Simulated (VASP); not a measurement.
Input of a VASP 6.6.1 run:

File INCAR:

```
PREC = Accurate ; ENCUT = 520
EDIFF = 1E-6 ; ISMEAR = -1
SIGMA = 0.05 ; LREAL = F
LASPH = T ; NELM = 150
ALGO = Normal ; ISIF = 2
LWAVE = F ; LCHARG = F
ISPIN = 2 ; MAGMOM = 4 0
LORBIT = 11 ; LMAXMIX = 4
NBANDS = 20
```

KPOINTS

```
Automatic mesh
0
Gamma
  9 9 9
```

Contents of POSCAR:

```
MnS
1.0
    0.0000000000      2.4024686735      2.4024686735
    2.4024686735      0.0000000000      2.4024686735
    2.4024686735      2.4024686735      0.0000000000
Mn S
1 1
Direct
    0.0000000000      0.0000000000      0.0000000000
    0.5000000000      0.5000000000      0.5000000000
```

Potentials or basis: VASP PAW LDA potentials, release 64 (Mn_pv, S).

Launch:

```bash
$ cat potpaw_LDA.64/Mn_pv/POTCAR potpaw_LDA.64/S/POTCAR > POTCAR
$ mpirun -np 1 vasp_std > vasp.out
```

(1) Estimate the pressure.

(2) Predict the net moment.

(3) Estimate the site moments.

Results:

(1) -1.0 GPa.

(2) 3.55 μB per cell.

(3) Mn +3.29; S +0.06 μB.

Caveat: a cell with one magnetic atom can't hold antiferromagnetic order, which such compounds often take.
